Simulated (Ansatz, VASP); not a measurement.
## One calculation of As, two programs

```xyz
4
Lattice="1.8371 -5.5364 0.0000 1.8371 5.5364 0.0000 0.0000 0.0000 4.4996" Properties=species:S:1:pos:R:3 pbc="T T T"
As    1.8371    1.2180    2.5198
As    1.8371   -4.3184    4.2296
As    1.8371   -1.2180    1.9798
As    1.8371    4.3184    0.2700
```

Alike in both runs: task single point; functional r2SCAN; k mesh 8 × 8 × 6; occupations fermi-dirac, width 0.05 eV; no spin polarisation.

|  | VASP | Ansatz |
| --- | --- | --- |
| version | VASP 6.6.1 | Ansatz 0.2.0 |
| potentials or method | VASP PAW PBE potentials, release 64 (As) | Ansatz PAW |
| plane-wave cutoff (eV) | 520 | 500 |
| valence electrons in the cell | 20 | 60 |

Ansatz gave:

```
gap on the k mesh at the Fermi level (eV)                     : 0.17
least direct gap on the mesh (eV)                             : 0.23
pressure (GPa)                                                : -0.1
traceless stress, the component that is largest in VASP (GPa) : 0.67
rms of the force components (eV/Å)                            : 0.296
```

Q: What did VASP give for the same quantities?

A: gap on the k mesh at the Fermi level (eV): 0.17; least direct gap on the mesh (eV): 0.23; pressure (GPa): 0.0; traceless stress, the component that is largest in VASP (GPa): 0.63; rms of the force components (eV/Å): 0.276.

VASP's potentials were made for PBE, not for r2SCAN. Atom by atom the forces differ by 0.020 eV/Å (rms over components). VASP's potentials hold 20 valence electrons a cell and Ansatz's 60, so a difference there can come from the potentials and not from the codes.
